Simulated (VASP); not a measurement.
# B12Ru (Fm-3m) in VASP: notebook, part 2 of 2

VASP 6.6.1.

## Step 4: Relaxation of cell and atoms, PBE

Contents of INCAR:

```
PREC = Accurate ; ENCUT = 600
EDIFF = 1E-6 ; ISMEAR = 0
SIGMA = 0.1 ; LREAL = False
LASPH = True ; NELM = 100
ALGO = Normal ; ISIF = 3
LWAVE = False ; LCHARG = False
GGA = PE ; IBRION = 2
NSW = 100 ; EDIFFG = -0.01
```

Contents of KPOINTS:

```
Automatic mesh
0
Gamma
  10 10 10
```

Contents of POSCAR:

```
B12Ru
1.0
    0.0000000000      3.6915273358      3.6915273358
    3.6915273358      0.0000000000      3.6915273358
    3.6915273358      3.6915273358      0.0000000000
B Ru
12 1
Direct
    0.5000000000      0.5000000000      0.8411088528
    0.1588911472      0.5000000000      0.8411088528
    0.5000000000      0.1588911472      0.8411088528
    0.1588911472      0.8411088528      0.5000000000
    0.5000000000      0.8411088528      0.5000000000
    0.5000000000      0.8411088528      0.1588911472
    0.8411088528      0.1588911472      0.5000000000
    0.8411088528      0.5000000000      0.1588911472
    0.8411088528      0.5000000000      0.5000000000
    0.5000000000      0.5000000000      0.1588911472
    0.5000000000      0.1588911472      0.5000000000
    0.1588911472      0.5000000000      0.5000000000
    0.0000000000      0.0000000000      0.0000000000
```

Potentials or basis: VASP PAW PBE potentials, release 64 (B, Ru_pv).

Launch:

```sh
$ cat potpaw_PBE.64/B/POTCAR potpaw_PBE.64/Ru_pv/POTCAR > POTCAR
$ mpirun -np 1 vasp_std > vasp.out
```

OUTCAR:

```text
PREC = Accurate
   ENCUT = 600
   EDIFF = 1E-6
   ISMEAR = 0
   LREAL = False
   LASPH = True
   NELM = 100
   ISIF = 3
   GGA = PE
   IBRION = 2
   NSW = 100
   EDIFFG = -0.01

 ion  position               nearest neighbor table
   1  0.500  0.500  0.841-  10 1.66   3 1.78   5 1.78   9 1.78   2 1.78  13 2.74  13 2.74
   2  0.159  0.500  0.841-   8 1.66   3 1.78   4 1.78   1 1.78  12 1.78  13 2.74  13 2.74
   3  0.500  0.159  0.841-   6 1.66   2 1.78   1 1.78   7 1.78  11 1.78  13 2.74  13 2.74
   4  0.159  0.841  0.500-   7 1.66   5 1.78   6 1.78   2 1.78  12 1.78  13 2.74  13 2.74
   5  0.500  0.841  0.500-  11 1.66   4 1.78   6 1.78   9 1.78   1 1.78  13 2.74  13 2.74
   6  0.500  0.841  0.159-   3 1.66   4 1.78   5 1.78   8 1.78  10 1.78  13 2.74  13 2.74
   7  0.841  0.159  0.500-   4 1.66   3 1.78   8 1.78   9 1.78  11 1.78  13 2.74  13 2.74
   8  0.841  0.500  0.159-   2 1.66   6 1.78   7 1.78   9 1.78  10 1.78  13 2.74  13 2.74
   9  0.841  0.500  0.500-  12 1.66   5 1.78   7 1.78   8 1.78   1 1.78  13 2.74  13 2.74
  10  0.500  0.500  0.159-   1 1.66   6 1.78   8 1.78  11 1.78  12 1.78  13 2.74  13 2.74
  11  0.500  0.159  0.500-   5 1.66   3 1.78   7 1.78  10 1.78  12 1.78  13 2.74  13 2.74
  12  0.159  0.500  0.500-   9 1.66   4 1.78   2 1.78  10 1.78  11 1.78  13 2.74  13 2.74
  13  0.000  0.000  0.000-   2 2.74   3 2.74   4 2.74   6 2.74   7 2.74   8 2.74   4 2.74   5 2.74
                             7 2.74   9 2.74  11 2.74  12 2.74   1 2.74   2 2.74   8 2.74   9 2.74

  LATTYP: Found a face centered cubic cell.
 ALAT       =     7.3830546716

  Lattice vectors:

 A1 = (   0.0000000000,   3.6915273358,   3.6915273358)
 A2 = (   3.6915273358,   0.0000000000,   3.6915273358)
 A3 = (   3.6915273358,   3.6915273358,   0.0000000000)

Analysis of symmetry for initial positions (statically):
=====================================================================
 Subroutine PRICEL returns:
 Original cell was already a primitive cell.

 Routine SETGRP: Setting up the symmetry group for a
 face centered cubic supercell.

 Subroutine GETGRP returns: Found 48 space group operations
 (whereof 48 operations were pure point group operations)
 out of a pool of 48 trial point group operations.

The static configuration has the point symmetry O_h .

Analysis of symmetry for dynamics (positions and initial velocities):
=====================================================================
 Subroutine PRICEL returns:
 Original cell was already a primitive cell.

 Routine SETGRP: Setting up the symmetry group for a
 face centered cubic supercell.

 Subroutine GETGRP returns: Found 48 space group operations
 (whereof 48 operations were pure point group operations)
 out of a pool of 48 trial point group operations.

The dynamic configuration has the point symmetry O_h .

 Subroutine INISYM returns: Found 48 space group operations
 (whereof 48 operations are pure point group operations),
 and found     1 'primitive' translations

----------------------------------------------------------------------------------------

                                     Primitive cell

  volume of cell :     100.6116

  direct lattice vectors                    reciprocal lattice vectors
     0.000000000  3.691527336  3.691527336    -0.135445293  0.135445293  0.135445293
[... 67 lines left out ...]
  0.200000  0.000000  0.000000      8.000000
  0.300000  0.000000  0.000000      8.000000
  0.400000  0.000000  0.000000      8.000000
  0.500000  0.000000  0.000000      4.000000
[... 16 lines left out ...]
  0.300000  0.300000  0.000000      6.000000
  0.400000  0.300000  0.000000     24.000000
 [... further k-points ...]
   k-points           NKPTS =     47   k-points in BZ     NKDIM =     47   number of bands    NBANDS=     32
   number of dos      NEDOS =    301   number of ions     NIONS =     13
   total plane-waves  NPLWV =  74088
   dimension x,y,z NGX =    42 NGY =   42 NGZ =   42
   dimension x,y,z NGXF=    84 NGYF=   84 NGZF=   84
   ions per type =              12   1
   NGX,Y,Z   is equivalent  to a cutoff of  13.37, 13.37, 13.37 a.u.
   NGXF,Y,Z  is equivalent  to a cutoff of  26.75, 26.75, 26.75 a.u.
 SYSTEM =  unknown system
   PREC   = accura    normal or accurate (medium, high low for compatibility)
   ISTART =      0    job   : 0-new  1-cont  2-samecut
   ICHARG =      2    charge: 1-file 2-atom 10-const
   ISPIN  =      1    spin polarized calculation?
   LNONCOLLINEAR =      F non collinear calculations
   LSORBIT =      F    spin-orbit coupling
   LASPH  =      T    aspherical Exc in radial PAW
   ENCUT  =  600.0 eV  44.10 Ry    6.64 a.u.  10.43 10.43 10.43*2*pi/ulx,y,z
   NELM   =    100;   NELMIN=  2; NELMDL= -5     # of ELM steps
   EDIFF  = 0.1E-05   stopping-criterion for ELM
   LREAL  =      F    real-space projection
   EDIFFG = -.1E-01   stopping-criterion for IOM
   NSW    =    100    number of steps for IOM
   IBRION =      2    ionic relax: 0-MD 1-quasi-New 2-CG
   NFREE  =      1    steps in history (QN), initial steepest desc. (CG)
   ISIF   =      3    stress and relaxation
   ISYM   =      2    0-nonsym 1-usesym 2-fastsym
   POTIM  = 0.5000    time-step for ionic-motion
   TEBEG  =    0.0;   TEEND  =   0.0 temperature during run
   PSTRESS=    0.0 pullay stress
   NELECT =      50.0000    total number of electrons
   NUPDOWN=      -1.0000    fix difference up-down
   EMIN   =  10.00;   EMAX   =-10.00  energy-range for DOS
   EFERMI =   0.00;   METHOD = LEGACY
   ISMEAR =     0;   SIGMA  =   0.10  broadening in eV -4-tet -1-fermi 0-gaus
   EFERMI_NEDOS =   21; number of points for ismear=-14 and -15
   IALGO  =     38    algorithm
   IMIX   =      4    mixing-type and parameters
     AMIX     =   0.40;   BMIX     =  1.00
     AMIX_MAG =   1.60;   BMIX_MAG =  1.00
  volume/ion in A,a.u.               =       7.74        52.23
  Fermi-wavevector in a.u.,A,eV,Ry     =   1.296728  2.450460 22.878229  1.681502
  Thomas-Fermi vector in A             =   2.428165
   LORBIT       =      0    0 simple, 1 ext, 2 COOP (PROOUT), +10 PAW based schemes
   GGA     = PE    functional components
   LHFCALC =     F    Hartree Fock is set to
   AEXX    =    0.0000 exact exchange contribution
   IVDW    =     0    specifies the selected vdW correction
   LEPSILON=     F    determine dielectric tensor
   LRPA    =     F    only Hartree local field effects (RPA)
 conjugate gradient relaxation of ions
 non-spin polarized calculation
 Gauss-broadening in eV      SIGMA  =   0.10
  energy-cutoff  :      600.00
  volume of cell :      100.61
 maximum number of plane-waves:      3383
 NGX is ok and might be reduce to    42
   NGX = 21   NGY = 21   NGZ = 21

--------------------------------------- Ionic step        1  -------------------------------------------

 number of electron      49.9999996 magnetization

 Free energy of the ion-electron system (eV)
  ---------------------------------------------------
  ext. energy  EPLUGINS =         0.00000000
  ---------------------------------------------------
  free energy    TOTEN  =       -85.90217034 eV

  energy without entropy =      -85.87817486  energy(sigma->0) =      -85.89017260

------------------------ aborting loop because EDIFF is reached ----------------------------------------

  FORCE on cell =-STRESS in cart. coord.  units (eV):
  Direction    XX          YY          ZZ          XY          YZ          ZX
  --------------------------------------------------------------------------------------
  -------------------------------------------------------------------------------------
  Total       -0.0256588     -0.0256588     -0.0256588     -0.0000000      0.0000000      0.0000000
  in kB       -0.4086000     -0.4086000     -0.4086000     -0.0000000      0.0000000      0.0000000
  external PRESSURE =      -0.4086000 kB  Pullay stress =       0.0000000 kB
[... 81 lines left out ...]
--------------------------------------- Ionic step        3  -------------------------------------------

 number of electron      49.9999996 magnetization

 Free energy of the ion-electron system (eV)
  ---------------------------------------------------
  ext. energy  EPLUGINS =         0.00000000
  ---------------------------------------------------
  free energy    TOTEN  =       -85.90218686 eV

  energy without entropy =      -85.87822884  energy(sigma->0) =      -85.89020785

 E-fermi :   6.8790     XC(G=0): -12.0285

 val. band max:        6.8778863566   @ k =   0.3000   0.2000   0.0000
 cond. band min:       6.8844334130   @ k =   0.4000   0.3000   0.1000
 fundamental gap:      0.0065470565
 Fermi energy:         6.8790121696

 k-point     1 :       0.0000    0.0000    0.0000
  band No.  band energies     occupation
      1     -35.8788      2.00000
      2     -35.8788      2.00000
      3     -35.8788      2.00000
      4      -8.3018      2.00000
      5      -3.0434      2.00000
      6      -3.0434      2.00000
[... 829 lines left out ...]
     31      11.6476      0.00000
     32      12.1736      0.00000

 [... further k-points ...]
[... 5 lines left out ...]
  --------------------------------------------------------------------------------------
  -------------------------------------------------------------------------------------
  Total       -0.0084137     -0.0084137     -0.0084137      0.0000000     -0.0000000      0.0000000
  in kB       -0.1339997     -0.1339997     -0.1339997      0.0000000     -0.0000000      0.0000000
  external PRESSURE =      -0.1339997 kB  Pullay stress =       0.0000000 kB
[... 28 lines left out ...]
  FREE ENERGIE OF THE ION-ELECTRON SYSTEM (eV)
  ---------------------------------------------------
  free  energy   TOTEN  =       -85.9021868630 eV

  energy  without entropy=      -85.8782288440  energy(sigma->0) =      -85.89020785

 reached required accuracy - stopping structural energy minimisation
```

Wall time 3 min (1 thread of Intel Xeon 6975P-C (Granite Rapids), shared host); peak memory 0.36 GiB.

What came out:

```
Free energy                            : -85.9022 eV
Relaxed volume                         : 7.74 Å³/atom
Relaxed cell                           : a = 5.220 Å, b = 5.220 Å, c = 5.220 Å, α = 60.00°, β = 60.00°, γ = 60.00°
Space group after relaxing (to 0.05 Å) : Fm-3m (No. 225)
Energy gained by relaxing              : 0.0 meV/atom
Ionic steps                            : 3
Pressure after relaxing                : 0.0 GPa
Band gap on the k mesh                 : zero (band 25 reaches 7.14 eV, above the bottom of band 26 at 6.67 eV)
```

Final structure:
```
B Ru
1.0
     0.00000    3.69137    3.69137
     3.69137    0.00000    3.69137
     3.69137    3.69137    0.00000
B Ru
12 1
Direct
  0.50000 0.50000 0.84115
  0.15885 0.50000 0.84115
  0.50000 0.15885 0.84115
  0.15885 0.84115 0.50000
  0.50000 0.84115 0.50000
  0.50000 0.84115 0.15885
  0.84115 0.15885 0.50000
  0.84115 0.50000 0.15885
  0.84115 0.50000 0.50000
  0.50000 0.50000 0.15885
  0.50000 0.15885 0.50000
  0.15885 0.50000 0.50000
  0.00000 0.00000 0.00000
```

## Step 5: Single point, PBE

This run uses another cell than the first one, of 7.41 Å³/atom, 0.957 times its volume.

Contents of INCAR:

```
SYSTEM = B12Ru
PREC = Accurate
ENCUT = 520
EDIFF = 1E-6
ISMEAR = 0
SIGMA = 0.1
LREAL = .False.
LASPH = .True.
NELM = 100
ALGO = Normal
ISIF = 2
LWAVE = .False.
LCHARG = .False.
GGA = PE
NBANDS = 37
```

Contents of KPOINTS:

```
regular mesh
0
Gamma
  4 4 4
  0 0 0
```

Contents of POSCAR:

```
B12Ru
1.0
    0.0000000000      3.6381908600      3.6381908600
    3.6381908600      0.0000000000      3.6381908600
    3.6381908600      3.6381908600      0.0000000000
B Ru
12 1
Direct
    0.5000000000      0.5000000000      0.8362920300
    0.1637079700      0.5000000000      0.8362920300
    0.5000000000      0.1637079700      0.8362920300
    0.1637079700      0.8362920300      0.5000000000
    0.5000000000      0.8362920300      0.5000000000
    0.5000000000      0.8362920300      0.1637079700
    0.8362920300      0.1637079700      0.5000000000
    0.8362920300      0.5000000000      0.1637079700
    0.8362920300      0.5000000000      0.5000000000
    0.5000000000      0.5000000000      0.1637079700
    0.5000000000      0.1637079700      0.5000000000
    0.1637079700      0.5000000000      0.5000000000
    0.0000000000      0.0000000000      0.0000000000
```

Launch:

```sh
$ cat potpaw_PBE.64/B/POTCAR potpaw_PBE.64/Ru_pv/POTCAR > POTCAR
$ mpirun -np 1 vasp_std > vasp.out
```

Run time: 17 s. Hardware: 1 thread of Intel Xeon 6975P-C (Granite Rapids), shared host; peak memory 0.24 GiB.

The run converged. Its results:

| Quantity | Value |
| --- | --- |
| Free energy | -85.6041 eV |
| Pressure | 11.2 GPa |
| Largest force | 1.301 eV/Å |
| Band gap on the k mesh | zero (band 25 reaches 7.71 eV, above the bottom of band 26 at 6.86 eV) |

Forces in eV/Å, atoms in the order of the input:
```
B    0.920  0.920  0.000
B    0.920  0.000 -0.920
B    0.000  0.920 -0.920
B    0.920 -0.920  0.000
B    0.920  0.000  0.920
B    0.000 -0.920  0.920
B   -0.920  0.920  0.000
B   -0.920  0.000  0.920
B    0.000  0.920  0.920
B   -0.920 -0.920  0.000
B   -0.920  0.000 -0.920
B    0.000 -0.920 -0.920
Ru   0.000  0.000  0.000
```

Levels at points of the mesh, in eV from the Fermi level:
| k point | band 22 | band 23 | band 24 | band 25 | band 26 | band 27 | band 28 | band 29 |
| --- | --- | --- | --- | --- | --- | --- | --- | --- |
| (0.00, 0.00, 0.00) | -0.86 | 0.21 | 0.21 | 0.35 | 0.35 | 0.35 | 3.32 | 3.44 |
| (0.50, 0.00, 0.00) | -1.10 | -0.45 | -0.45 | -0.40 | 0.85 | 0.85 | 1.76 | 1.76 |
| (0.50, 0.50, 0.00) | -2.27 | -2.27 | -1.67 | -0.45 | 0.06 | 0.19 | 2.92 | 2.92 |

Caveat: the k points lie up to 0.37 Å⁻¹ apart; forces of over 1 eV/Å act on the atoms, so gaps and moduli don't describe the material at rest.

## Step 6: Single point, PBE

INCAR is that of step 5.

KPOINTS is that of step 5.

Contents of POSCAR:

```
B12Ru
1.0
    0.0000000000      3.6915273358      3.6915273358
    3.6915273358      0.0000000000      3.6915273358
    3.6915273358      3.6915273358      0.0000000000
B Ru
12 1
Direct
    0.5000000000      0.5000000000      0.8411088528
    0.1588911472      0.5000000000      0.8411088528
    0.5000000000      0.1588911472      0.8411088528
    0.1588911472      0.8411088528      0.5000000000
    0.5000000000      0.8411088528      0.5000000000
    0.5000000000      0.8411088528      0.1588911472
    0.8411088528      0.1588911472      0.5000000000
    0.8411088528      0.5000000000      0.1588911472
    0.8411088528      0.5000000000      0.5000000000
    0.5000000000      0.5000000000      0.1588911472
    0.5000000000      0.1588911472      0.5000000000
    0.1588911472      0.5000000000      0.5000000000
    0.0000000000      0.0000000000      0.0000000000
```

Potentials or basis: VASP PAW PBE potentials, release 64 (B, Ru_pv).

Launch:

```sh
$ cat potpaw_PBE.64/B/POTCAR potpaw_PBE.64/Ru_pv/POTCAR > POTCAR
$ mpirun -np 1 vasp_std > vasp.out
```

It took 18 s on 1 thread of Intel Xeon 6975P-C (Granite Rapids), shared host; peak memory 0.24 GiB.

Results (log left out):

| Quantity | Value |
| --- | --- |
| Free energy | -85.9431 eV |
| Pressure | 0.0 GPa |
| Largest force | 0.012 eV/Å |
| Band gap on the k mesh | zero (band 25 reaches 7.16 eV, above the bottom of band 26 at 6.46 eV) |

Forces in eV/Å, atoms in the order of the input:
```
B    0.008  0.008  0.000
B    0.008  0.000 -0.008
B    0.000  0.008 -0.008
B    0.008 -0.008  0.000
B    0.008  0.000  0.008
B    0.000 -0.008  0.008
B   -0.008  0.008  0.000
B   -0.008  0.000  0.008
B    0.000  0.008  0.008
B   -0.008 -0.008  0.000
B   -0.008  0.000 -0.008
B    0.000 -0.008 -0.008
Ru   0.000  0.000  0.000
```

Levels at points of the mesh, in eV from the Fermi level:
```
           k point  band 23  band 24  band 25  band 26  band 27  band 28
(0.00, 0.00, 0.00)     0.32     0.32     0.32     0.40     0.40     3.21
(0.50, 0.00, 0.00)    -0.43    -0.43    -0.30     0.99     0.99     1.82
(0.50, 0.50, 0.00)    -2.02    -1.41    -0.41     0.00     0.33     2.80
```

Caveat: the k points lie up to 0.37 Å⁻¹ apart.

## Step 7: Overview

```tsv
task	cell	k mesh	cutoff (eV)	gap on the mesh (eV)	pressure (GPa)	largest force (eV/Å)
single point	a = 5.221 Å, angles 60.0°, 13 atoms	10 × 10 × 10	520	none	0.0	0.01
relaxation of cell and atoms	relaxed from a = 5.221 Å, angles 60.0°, 13 atoms	10 × 10 × 10	600	none	0.0	-
single point	a = 5.145 Å, angles 60.0°, 13 atoms	4 × 4 × 4	520	none	11.2	1.30
single point	a = 5.221 Å, angles 60.0°, 13 atoms	4 × 4 × 4	520	none	0.0	0.01
```

Alike in all rows: level PBE; potentials or basis VASP PAW PBE potentials, release 64 (B, Ru_pv); no spin polarisation; smearing gaussian 0.1 eV.

Caveats: some runs use coarse meshes; forces of over 1 eV/Å act on the atoms, so gaps and moduli don't describe the material at rest (some runs).

Absolute energies hang on the potentials; compare differences alone.
